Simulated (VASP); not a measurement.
# Si (Fm-3m) in VASP: a series of runs

Runs on Si. Level: PBE. Tasks: single point, relaxation of cell and atoms.

Everything below comes from runs of VASP 6.6.1. Logs are shortened: lines on timing, memory, paths and dates and some standing lists are left out, and cuts for length are marked.

**1. The cell of the first run**

Symmetry: Fm-3m, No. 225, cubic system. Conventional cell: a = 3.262 Å, b = 3.262 Å, c = 3.262 Å, α = 90.00°, β = 90.00°, γ = 90.00°. Within 3.0 Å of Si (site symmetry m-3m) lie 12 Si at 2.31 Å.

**2. Single point, PBE**

File INCAR:

```
PREC = Accurate
ENCUT = 520
EDIFF = 1E-6
ISMEAR = -1
SIGMA = 0.05
LREAL = False
LASPH = True
NELM = 100
ALGO = Normal
ISIF = 2
LWAVE = False
LCHARG = False
GGA = PE
NBANDS = 8
```

File KPOINTS:

```
regular mesh
0
Gamma
  19 19 19
```

File POSCAR:

```
Si
1.0
    0.0000000000      1.6309437728      1.6309437728
    1.6309437728      0.0000000000      1.6309437728
    1.6309437728      1.6309437728      0.0000000000
Si
1
Direct
    0.0000000000      0.0000000000      0.0000000000
```

Potentials or basis: VASP PAW PBE potentials, release 64 (Si).

Command:

```bash
> cat potpaw_PBE.64/Si/POTCAR > POTCAR
> mpirun -np 1 vasp_std > vasp.out
```

OUTCAR:

```text
PREC = Accurate
   ENCUT = 520
   EDIFF = 1E-6
   ISMEAR = -1
   LREAL = False
   LASPH = True
   NELM = 100
   ISIF = 2
   GGA = PE

 ion  position               nearest neighbor table
   1  0.000  0.000  0.000-

  LATTYP: Found a face centered cubic cell.
 ALAT       =     3.2618875456

  Lattice vectors:

 A1 = (   0.0000000000,   1.6309437728,   1.6309437728)
 A2 = (   1.6309437728,   0.0000000000,   1.6309437728)
 A3 = (   1.6309437728,   1.6309437728,   0.0000000000)

Analysis of symmetry for initial positions (statically):
=====================================================================
 Subroutine PRICEL returns:
 Original cell was already a primitive cell.

 Routine SETGRP: Setting up the symmetry group for a
 face centered cubic supercell.

 Subroutine GETGRP returns: Found 48 space group operations
 (whereof 48 operations were pure point group operations)
 out of a pool of 48 trial point group operations.

The static configuration has the point symmetry O_h .

Analysis of symmetry for dynamics (positions and initial velocities):
=====================================================================
 Subroutine PRICEL returns:
 Original cell was already a primitive cell.

 Routine SETGRP: Setting up the symmetry group for a
 face centered cubic supercell.

 Subroutine GETGRP returns: Found 48 space group operations
 (whereof 48 operations were pure point group operations)
 out of a pool of 48 trial point group operations.

The dynamic configuration has the point symmetry O_h .

 Subroutine INISYM returns: Found 48 space group operations
 (whereof 48 operations are pure point group operations),
 and found     1 'primitive' translations

----------------------------------------------------------------------------------------

                                     Primitive cell

  volume of cell :       8.6765

  direct lattice vectors                    reciprocal lattice vectors
     0.000000000  1.630943773  1.630943773    -0.306570961  0.306570961  0.306570961
     1.630943773  0.000000000  1.630943773     0.306570961 -0.306570961  0.306570961
     1.630943773  1.630943773  0.000000000     0.306570961  0.306570961 -0.306570961

  length of vectors
     2.306502803  2.306502803  2.306502803     0.530996481  0.530996481  0.530996481

  position of ions in fractional coordinates (direct lattice)
     0.000000000  0.000000000  0.000000000

  ion indices of the primitive-cell ions
   primitive index   ion index
                 1           1

----------------------------------------------------------------------------------------

 KPOINTS: regular mesh

Automatic generation of k-mesh.
 Grid dimensions read from file:
 generate k-points for:   19   19   19

 Generating k-lattice:

  Cartesian coordinates                     Fractional coordinates (reciprocal lattice)
    -0.016135314  0.016135314  0.016135314     0.052631579  0.000000000  0.000000000
     0.016135314 -0.016135314  0.016135314     0.000000000  0.052631579  0.000000000
     0.016135314  0.016135314 -0.016135314     0.000000000  0.000000000  0.052631579

  Length of vectors
     0.027947183  0.027947183  0.027947183

  Shift w.r.t. Gamma in fractional coordinates (k-lattice)
     0.000000000  0.000000000  0.000000000

 Subroutine IBZKPT returns following result:
 ===========================================

 Found    220 irreducible k-points:

 Following reciprocal coordinates:
            Coordinates               Weight
  0.000000  0.000000  0.000000      1.000000
  0.052632  0.000000  0.000000      8.000000
  0.105263  0.000000  0.000000      8.000000
  0.157895  0.000000  0.000000      8.000000
  0.210526  0.000000  0.000000      8.000000
  0.263158  0.000000  0.000000      8.000000
[... 16 lines left out ...]
 -0.315789  0.052632  0.000000     24.000000
 -0.263158  0.052632  0.000000     24.000000
 [... further k-points ...]
   k-points           NKPTS =    220   k-points in BZ     NKDIM =    220   number of bands    NBANDS=      8
   number of dos      NEDOS =    301   number of ions     NIONS =      1
   total plane-waves  NPLWV =   5832
   dimension x,y,z NGX =    18 NGY =   18 NGZ =   18
   dimension x,y,z NGXF=    36 NGYF=   36 NGZF=   36
   ions per type =               1
   NGX,Y,Z   is equivalent  to a cutoff of  12.97, 12.97, 12.97 a.u.
   NGXF,Y,Z  is equivalent  to a cutoff of  25.95, 25.95, 25.95 a.u.
 SYSTEM =  unknown system
   PREC   = accura    normal or accurate (medium, high low for compatibility)
   ISTART =      0    job   : 0-new  1-cont  2-samecut
   ICHARG =      2    charge: 1-file 2-atom 10-const
   ISPIN  =      1    spin polarized calculation?
   LNONCOLLINEAR =      F non collinear calculations
   LSORBIT =      F    spin-orbit coupling
   LASPH  =      T    aspherical Exc in radial PAW
   ENCUT  =  520.0 eV  38.22 Ry    6.18 a.u.   4.29  4.29  4.29*2*pi/ulx,y,z
   NELM   =    100;   NELMIN=  2; NELMDL= -5     # of ELM steps
   EDIFF  = 0.1E-05   stopping-criterion for ELM
   LREAL  =      F    real-space projection
   EDIFFG = 0.1E-04   stopping-criterion for IOM
   NSW    =      0    number of steps for IOM
   IBRION =     -1    ionic relax: 0-MD 1-quasi-New 2-CG
   NFREE  =      0    steps in history (QN), initial steepest desc. (CG)
   ISIF   =      2    stress and relaxation
   ISYM   =      2    0-nonsym 1-usesym 2-fastsym
   POTIM  = 0.5000    time-step for ionic-motion
   TEBEG  =    0.0;   TEEND  =   0.0 temperature during run
   PSTRESS=    0.0 pullay stress
   NELECT =       4.0000    total number of electrons
   NUPDOWN=      -1.0000    fix difference up-down
   EMIN   =  10.00;   EMAX   =-10.00  energy-range for DOS
   EFERMI =   0.00;   METHOD = LEGACY
   ISMEAR =    -1;   SIGMA  =   0.05  broadening in eV -4-tet -1-fermi 0-gaus
   EFERMI_NEDOS =   21; number of points for ismear=-14 and -15
   IALGO  =     38    algorithm
   IMIX   =      4    mixing-type and parameters
     AMIX     =   0.40;   BMIX     =  1.00
     AMIX_MAG =   1.60;   BMIX_MAG =  1.00
  volume/ion in A,a.u.               =       8.68        58.55
  Fermi-wavevector in a.u.,A,eV,Ry     =   1.264676  2.389891 21.761221  1.599405
  Thomas-Fermi vector in A             =   2.397969
   LORBIT       =      0    0 simple, 1 ext, 2 COOP (PROOUT), +10 PAW based schemes
   GGA     = PE    functional components
   LHFCALC =     F    Hartree Fock is set to
   AEXX    =    0.0000 exact exchange contribution
   IVDW    =     0    specifies the selected vdW correction
   LEPSILON=     F    determine dielectric tensor
   LRPA    =     F    only Hartree local field effects (RPA)
 non-spin polarized calculation
  energy-cutoff  :      520.00
  volume of cell :        8.68
 maximum number of plane-waves:       259
 NGX is ok and might be reduce to    18
   NGX =  9   NGY =  9   NGZ =  9

 number of electron       4.0000000 magnetization

 Free energy of the ion-electron system (eV)
  ---------------------------------------------------
  ext. energy  EPLUGINS =         0.00000000
  ---------------------------------------------------
  free energy    TOTEN  =        -3.42405165 eV

  energy without entropy =       -3.42192357  energy(sigma->0) =       -3.42298761

 E-fermi :  18.4669     XC(G=0): -13.3910

 val. band max:       18.4575516813   @ k =  -0.2105   0.2105   0.0000
 cond. band min:      18.4825955598   @ k =  -0.4211   0.4737   0.0526
 fundamental gap:      0.0250438785
 Fermi energy:        18.4668864841

 k-point     1 :       0.0000    0.0000    0.0000
  band No.  band energies     occupation
      1      -1.6053      2.00000
      2      32.5780      0.00000
      3      32.5780      0.00000
      4      32.5780      0.00000
      5      37.2721      0.00000
      6      37.2721      0.00000
      7      37.2721      0.00000
      8      39.1984      0.00000

 k-point     2 :       0.0526    0.0000    0.0000
  band No.  band energies     occupation
      1      -1.4924      2.00000
      2      30.9742      0.00000
      3      32.4006      0.00000
      4      32.4006      0.00000
      5      37.6287      0.00000
      6      37.6287      0.00000
      7      37.6460      0.00000
      8      40.3876      0.00000

 k-point     3 :       0.1053    0.0000    0.0000
  band No.  band energies     occupation
      1      -1.1543      2.00000
      2      28.0977      0.00000
      3      31.9944      0.00000
      4      31.9944      0.00000
      5      37.5832      0.00000
      6      38.5676      0.00000
      7      38.5676      0.00000
      8      40.9073      0.00000

 k-point     4 :       0.1579    0.0000    0.0000
  band No.  band energies     occupation
      1      -0.5926      2.00000
      2      25.0616      0.00000
      3      31.5485      0.00000
      4      31.5485      0.00000
      5      37.3047      0.00000
      6      39.3208      0.00000
      7      39.3208      0.00000
      8      39.9763      0.00000

 k-point     5 :       0.2105    0.0000    0.0000
  band No.  band energies     occupation
      1       0.1897      2.00000
      2      22.0796      0.00000
      3      31.1681      0.00000
      4      31.1681      0.00000
      5      37.0150      0.00000
      6      37.8614      0.00000
      7      37.8614      0.00000
      8      41.5501      0.00000
[... 177 lines left out ...]
 k-point    22 :      -0.3684    0.0526    0.0000
  band No.  band energies     occupation
      1       4.4244      2.00000
      2      13.2331      2.00000
      3      28.6246      0.00000
      4      31.4948      0.00000
      5      33.3668      0.00000
      6      34.5121      0.00000
      7      37.7838      0.00000
      8      41.3695      0.00000

 k-point    23 :      -0.3158    0.0526    0.0000
  band No.  band energies     occupation
      1       2.9455      2.00000
      2      15.7158      2.00000
      3      28.5571      0.00000
      4      32.0206      0.00000
      5      33.7518      0.00000
      6      35.5287      0.00000
      7      37.6310      0.00000
      8      42.4320      0.00000

 k-point    24 :      -0.2632    0.0526    0.0000
  band No.  band energies     occupation
      1       1.6670      2.00000
      2      18.3676      1.75840
      3      28.6566      0.00000
      4      32.3293      0.00000
      5      34.6779      0.00000
      6      36.6850      0.00000
      7      37.6639      0.00000
      8      42.6382      0.00000

 [... further k-points ...]
[... 5 lines left out ...]
  --------------------------------------------------------------------------------------
  -------------------------------------------------------------------------------------
  Total        6.9931449      6.9931449      6.9931449      0.0000000     -0.0000000     -0.0000000
  in kB     1291.3267422   1291.3267422   1291.3267422      0.0000000     -0.0000000     -0.0000000
  external PRESSURE =    1291.3267422 kB  Pullay stress =       0.0000000 kB

 VOLUME and BASIS-vectors are now :
 -----------------------------------------------------------------------------
  energy-cutoff  :      520.00
  volume of cell :        8.68
      direct lattice vectors                 reciprocal lattice vectors
     0.000000000  1.630943773  1.630943773    -0.306570961  0.306570961  0.306570961
     1.630943773  0.000000000  1.630943773     0.306570961 -0.306570961  0.306570961
     1.630943773  1.630943773  0.000000000     0.306570961  0.306570961 -0.306570961

 POSITION                                       TOTAL-FORCE (eV/Angst)
 -----------------------------------------------------------------------------------
      0.00000      0.00000      0.00000         0.000000     -0.000000      0.000000
 -----------------------------------------------------------------------------------
    total drift:                                0.000000      0.000000     -0.000000

  FREE ENERGIE OF THE ION-ELECTRON SYSTEM (eV)
  ---------------------------------------------------
  free  energy   TOTEN  =        -3.4240516499 eV

  energy  without entropy=       -3.4219235695  energy(sigma->0) =       -3.42298761
```

Wall time 5.2 s (1 thread of Intel Xeon 6975P-C (Granite Rapids), shared host); peak memory 0.12 GiB.

What came out:

* Free energy: -3.4241 eV
* Pressure: 129.1 GPa
* Band gap on the k mesh: zero (band 2 reaches 32.58 eV, above the bottom of band 3 at 14.94 eV)

**3. Single point, PBE**

File INCAR:

```
SYSTEM = Si
ALGO = Normal
EDIFF = 1E-6
ENCUT = 520
GGA = PE
ISIF = 2
ISMEAR = -1
LASPH = .True.
LCHARG = .False.
LREAL = .False.
LWAVE = .False.
NBANDS = 8
NELM = 100
PREC = Accurate
SIGMA = 0.05
```

File KPOINTS:

```
k-points
0
Gamma
  19 19 19
  0 0 0
```

POSCAR is that of step 2.

Potentials or basis: VASP PAW PBE potentials, release 64 (Si).

Command:

```bash
> cat potpaw_PBE.64/Si/POTCAR > POTCAR
> mpirun -np 1 vasp_std > vasp.out
```

Wall time 5.1 s (1 thread of Intel Xeon 6975P-C (Granite Rapids), shared host); peak memory 0.12 GiB.

The run converged. Its results:

| Quantity | Value |
| --- | --- |
| Free energy | -3.4241 eV |
| Pressure | 129.1 GPa |
| Band gap on the k mesh | zero (band 2 reaches 32.58 eV, above the bottom of band 3 at 14.94 eV) |

Levels at points of the mesh, in eV from the Fermi level:
| k point | band 1 | band 2 | band 3 | band 4 | band 5 |
| --- | --- | --- | --- | --- | --- |
| (0.00, 0.00, 0.00) | -20.07 | 14.11 | 14.11 | 14.11 | 18.81 |

**4. Relaxation of cell and atoms, PBE, target pressure 130 GPa, at which the enthalpy is minimised**

File INCAR:

```
SYSTEM = Si
  ALGO = Normal
  EDIFF = 1E-6
  EDIFFG = -0.005
  ENCUT = 600
  GGA = PE
  IBRION = 2
  ISIF = 3
  ISMEAR = -1
  LASPH = .TRUE.
  LCHARG = .FALSE.
  LREAL = .FALSE.
  LWAVE = .FALSE.
  NELM = 100
  NSW = 32
  PREC = Accurate
  PSTRESS = 1300.0
  SIGMA = 0.05
```

File KPOINTS:

```
k-points
0
G
  19 19 19
  0 0 0
```

POSCAR is that of step 3.

Command:

```bash
> cat potpaw_PBE.64/Si/POTCAR > POTCAR
> mpirun -np 1 vasp_std > vasp.out
```

It took 8.4 s on 1 thread of Intel Xeon Platinum 8481C at 2.70GHz (Sapphire Rapids), shared host; peak memory 0.12 GiB.

Results (log left out):

| Quantity | Value |
| --- | --- |
| Free energy | -3.4133 eV |
| Relaxed volume | 8.66 Å³/atom |
| Relaxed cell | a = 2.305 Å, b = 2.305 Å, c = 2.305 Å, α = 60.00°, β = 60.00°, γ = 60.00° |
| Space group after relaxing (to 0.05 Å) | Fm-3m (No. 225) |
| Energy change on relaxing (the enthalpy is what falls) | +10.8 meV/atom |
| Ionic steps | 3 |
| Pressure after relaxing | 130.0 GPa |
| Band gap on the k mesh | zero (band 2 reaches 32.62 eV, above the bottom of band 3 at 14.96 eV) |

Step by step:
| step | energy change (eV) | largest force (eV/Å) | pressure (GPa) | volume (Å³) |
| --- | --- | --- | --- | --- |
| 1 | 0.0000 | 0.0000 | 129.15 | 8.68 |
| 2 | 0.0474 | 0.0000 | 132.96 | 8.62 |
| 3 | 0.0108 | 0.0000 | 130.02 | 8.66 |

Final structure:
```yaml
crystal:
  lattice:
    - [0.00000, 1.63011, 1.63011]
    - [1.63011, 0.00000, 1.63011]
    - [1.63011, 1.63011, 0.00000]
  atoms:
    - { symbol: Si, position: [0.00000, 0.00000, 0.00000] }
```

Levels at points of the mesh, in eV from the Fermi level:
| k point | band 1 | band 2 | band 3 | band 4 | band 5 | band 6 |
| --- | --- | --- | --- | --- | --- | --- |
| (0.00, 0.00, 0.00) | -20.09 | 14.12 | 14.12 | 14.12 | 18.83 | 18.83 |

Caveat: the cell is relaxed towards a set pressure, so the enthalpy falls and the energy may rise.

**5. Relaxation of cell and atoms, PBE, target pressure 130 GPa, at which the enthalpy is minimised**

This run uses another cell than the first one, of 8.75 Å³/atom, 1.008 times its volume.

File INCAR:

```
SYSTEM = Si
ALGO = Normal
EDIFF = 1E-6
EDIFFG = -0.005
ENCUT = 600
GGA = PE
IBRION = 2
ISIF = 3
ISMEAR = -1
LASPH = .TRUE.
LCHARG = .FALSE.
LREAL = .FALSE.
LWAVE = .FALSE.
NELM = 60
NSW = 60
PREC = Accurate
PSTRESS = 1300.0
SIGMA = 0.05
```

KPOINTS is that of step 4.

File POSCAR:

```
Si
1.0
    0.0000000000      1.6353062401      1.6353062401
    1.6353062401      0.0000000000      1.6353062401
    1.6353062401      1.6353062401      0.0000000000
Si
1
Direct
    0.0000000000      0.0000000000      0.0000000000
```

Command:

```bash
> cat potpaw_PBE.64/Si/POTCAR > POTCAR
> mpirun -np 1 vasp_std > vasp.out
```

Run time: 8.6 s. Hardware: 1 thread of Intel Xeon Platinum 8481C at 2.70GHz (Sapphire Rapids), shared host; peak memory 0.12 GiB.

It converged, with:

| Property | Result |
| --- | --- |
| Free energy | -3.4143 eV |
| Relaxed volume | 8.66 Å³/atom |
| Relaxed cell | a = 2.305 Å, b = 2.305 Å, c = 2.305 Å, α = 60.00°, β = 60.00°, γ = 60.00° |
| Space group after relaxing (to 0.05 Å) | Fm-3m (No. 225) |
| Energy change on relaxing (the enthalpy is what falls) | +65.0 meV/atom |
| Ionic steps | 3 |
| Pressure after relaxing | 130.0 GPa |
| Band gap on the k mesh | zero (band 2 reaches 32.61 eV, above the bottom of band 3 at 14.96 eV) |

Step by step:
```tsv
step	energy change (eV)	largest force (eV/Å)	pressure (GPa)	volume (Å³)
1	0.0000	0.0000	124.69	8.75
2	0.3085	0.0000	149.48	8.38
3	0.0650	0.0000	129.96	8.66
```

Final structure:
```
Si
1.0
     0.00000    1.63019    1.63019
     1.63019    0.00000    1.63019
     1.63019    1.63019    0.00000
Si
1
Direct
  0.00000 0.00000 0.00000
```

Levels at points of the mesh, in eV from the Fermi level:
| k point | band 1 | band 2 | band 3 | band 4 | band 5 | band 6 |
| --- | --- | --- | --- | --- | --- | --- |
| (0.00, 0.00, 0.00) | -20.09 | 14.12 | 14.12 | 14.12 | 18.83 | 18.83 |

Caveat: the cell is relaxed towards a set pressure, so the enthalpy falls and the energy may rise.

**6. The runs side by side**

| task | cell | cutoff (eV) | gap on the mesh (eV) | pressure (GPa) |
| --- | --- | --- | --- | --- |
| single point | a = 2.307 Å, angles 60.0°, 1 atom | 520 | none | 129.1 |
| relaxation of cell and atoms | relaxed to 130 GPa from a = 2.307 Å, angles 60.0°, 1 atom | 600 | none | 130.0 |
| relaxation of cell and atoms | relaxed to 130 GPa from a = 2.313 Å, angles 60.0°, 1 atom | 600 | none | 130.0 |

Alike in all rows: level PBE; potentials or basis VASP PAW PBE potentials, release 64 (Si); no spin polarisation; k mesh 19 × 19 × 19; smearing fermi-dirac 0.05 eV.

Caveats: the cell is relaxed towards a set pressure, so the enthalpy falls and the energy may rise (some runs).

Absolute energies hang on the potentials; compare differences alone.
